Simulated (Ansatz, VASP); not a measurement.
SrCl2 in VASP and in Ansatz

```
CELL_PARAMETERS angstrom
0.06535 3.48550 3.48550
3.55085 0.00000 3.55085
3.48550 3.48550 0.06535
ATOMIC_POSITIONS crystal
Sr 0.00000 0.00000 0.00000
Cl 0.25000 0.25000 0.25000
Cl 0.75000 0.75000 0.75000
```

Change from the starting cell: strain +0.0375 x Voigt [0, 0, 0, 0, 1, 0], atoms carried along.

Alike in both runs: task single point; functional PBE; k mesh 6 × 6 × 6; occupations gaussian, width 0.05 eV; no spin polarisation.

|  | VASP | Ansatz |
| --- | --- | --- |
| version | VASP 6.6.1 | Ansatz 0.2.0 |
| potentials or method | VASP PAW PBE potentials, release 64 (Sr_sv, Cl), cutoff 520 eV | scalar-relativistic, plane waves, PAW |
| valence electrons in the cell | 24 | 24 |

VASP gave:

* gap on the k mesh at the Fermi level (eV): 5.35
* least direct gap on the mesh (eV): 5.51
* pressure (GPa): 1.2
* traceless stress, the component that is largest in VASP (GPa): -0.57
* rms of the force components (eV/Å): 0.046

**Question.** What did Ansatz give for the same quantities?

**Answer.** gap on the k mesh at the Fermi level (eV): 5.35; least direct gap on the mesh (eV): 5.51; pressure (GPa): 1.2; traceless stress, the component that is largest in VASP (GPa): -0.56; rms of the force components (eV/Å): 0.044.

Atom by atom the forces differ by 0.002 eV/Å (rms over components).
